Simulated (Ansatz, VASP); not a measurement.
One calculation of CdF2, two programs

File POSCAR:

```
CdF2
1.0
    0.0000000000      2.6829270760      2.6829270760
    2.6829270760      0.0000000000      2.6829270760
    2.6829270760      2.6829270760      0.0000000000
Cd F
1 2
Direct
    0.0000000000      0.0000000000      0.0000000000
    0.2500000000      0.2500000000      0.2500000000
    0.7500000000      0.7500000000      0.7500000000
```

File INCAR.step1:

```
PREC = Accurate
ENCUT = 520
ISMEAR = -1
SIGMA = 0.03
LREAL = F
LASPH = T
NELM = 100
NBANDS = 20
GGA = PE
ALGO = Normal
EDIFF = 1E-4
LWAVE = T
LCHARG = F
```

File INCAR.step2:

```
PREC = Accurate
ENCUT = 520
EDIFF = 1E-6
ISMEAR = -1
SIGMA = 0.03
LREAL = F
LASPH = T
NELM = 100
ALGO = Normal
ISIF = 2
LWAVE = F
LCHARG = T
METAGGA = R2SCAN
LMIXTAU = T
LUSE_VDW = T
IVDW_NL = 2
BPARAM = 11.95
CPARAM = 0.0093
LELF = T
LVHAR = T
NBANDS = 20
ISTART = 1
```

File KPOINTS:

```
regular mesh
0
Gamma
  10 10 10
```

Input for Ansatz:

```yaml
crystal:
  lattice:
    - [0.0, 2.682927076, 2.682927076]
    - [2.682927076, 0.0, 2.682927076]
    - [2.682927076, 2.682927076, 0.0]
  atoms:
    - { symbol: Cd, position: [0.0, 0.0, 0.0] }
    - { symbol: F, position: [0.25, 0.25, 0.25] }
    - { symbol: F, position: [0.75, 0.75, 0.75] }
kpoints:
  mp_grid: { grid: [10, 10, 10] }
  band_path:
    path:
      - [0.0, 0.0, 0.0]
      - [0.5, 0.0, 0.5]
      - [0.625, 0.25, 0.625]
      - [0.375, 0.375, 0.75]
      - [0.5, 0.5, 0.5]
      - [0.5, 0.25, 0.75]
    npoints: 1
hamiltonian:
  xc: r2scan
  dispersion: rvv10
scf:
  occupations: { method: fermi_dirac, width: 0.03 }
  n_extra_bands: 4
output:
  forces: true
  stress: true
  eigenvalues: true
```

Alike in both runs: task single point; functional r2SCAN; dispersion rVV10; k mesh 10 × 10 × 10; occupations fermi-dirac, width 0.03 eV; no spin polarisation.

```csv
,VASP,Ansatz
version,VASP 6.6.1,Ansatz 0.2.0
potentials or method,"VASP PAW PBE potentials, release 64 (Cd, F)","plane waves, PAW"
plane-wave cutoff (eV),520,500
valence electrons in the cell,26,34
```

```csv
,VASP,Ansatz,Ansatz less VASP
gap on the k mesh at the Fermi level (eV),3.73,3.77,+0.044
pressure (GPa),1.1,0.0,-1.17
```

VASP's potentials were made for PBE, not for r2SCAN. VASP's potentials hold 26 valence electrons a cell and Ansatz's 34, so a difference there can come from the potentials and not from the codes.
